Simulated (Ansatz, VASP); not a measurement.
HfB2: VASP beside Ansatz

```
Hf B
1.0
     3.14000    0.00000    0.00000
    -1.57000    2.71932    0.00000
     0.00000    0.00000    3.48000
Hf B
1 2
Direct
  0.00000 0.00000 0.00000
  0.33333 0.66667 0.50000
  0.66667 0.33333 0.50000
```

Alike in both runs: task single point; functional PBEsol; k mesh 10 × 10 × 8; occupations gaussian, width 0.1 eV; no spin polarisation.

|  | VASP | Ansatz |
| --- | --- | --- |
| version | VASP 6.6.1 | Ansatz 0.2.0 |
| potentials or method | VASP PAW PBE potentials, release 64 (Hf_pv, B) | plane waves, PAW |
| plane-wave cutoff (eV) | 520 | 420 |
| valence electrons in the cell | 16 | 32 |

Ansatz gave:

| Quantity | Value |
| --- | --- |
| pressure (GPa) | -4.3 |
| traceless stress, the component that is largest in VASP (GPa) | -0.58 |

Estimate VASP's values.

pressure (GPa): -4.4; traceless stress, the component that is largest in VASP (GPa): -0.42.

VASP's potentials were made for PBE, not for PBEsol. VASP's potentials hold 16 valence electrons a cell and Ansatz's 32, so a difference there can come from the potentials and not from the codes. Ansatz's warnings: stress scf threshold loose.

Spin-orbit coupling is off throughout.
